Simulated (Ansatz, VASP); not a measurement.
# One calculation of YbHRh3, two programs

```
Yb H Rh
1.0
     4.86856    0.00000    0.00000
     0.00000    4.86856    0.00000
     0.00000    0.00000    4.86856
Yb H Rh
1 1 3
Direct
  0.00000 0.00000 0.00000
  0.50000 0.50000 0.50000
  0.50000 0.00000 0.00000
  0.00000 0.50000 0.00000
  0.00000 0.00000 0.50000
```

Alike in both runs: functional PBE; k mesh 6 × 6 × 6; occupations gaussian, width 0.1 eV; no spin polarisation.

Ansatz relaxed the structure, and its values are those at the end. VASP's run is a single point on that final structure, the one shown.

|  | VASP | Ansatz |
| --- | --- | --- |
| version | VASP 6.6.1 | Ansatz 0.2.0 |
| potentials or method | VASP PAW PBE potentials, release 64 (Yb, H, Rh_pv), cutoff 520 eV | scalar-relativistic, plane waves, PAW |
| valence electrons in the cell | 70 | 76 |

|  | VASP | Ansatz | Ansatz less VASP |
| --- | --- | --- | --- |
| gap on the k mesh at the Fermi level (eV) | none | none | - |
| pressure (GPa) | 0.7 | 0.2 | -0.43 |

A gap of «none» marks a metal or a gap that the smearing closes. VASP's potentials hold 70 valence electrons a cell and Ansatz's 76, so a difference there can come from the potentials and not from the codes.

Spin-orbit coupling is off throughout.
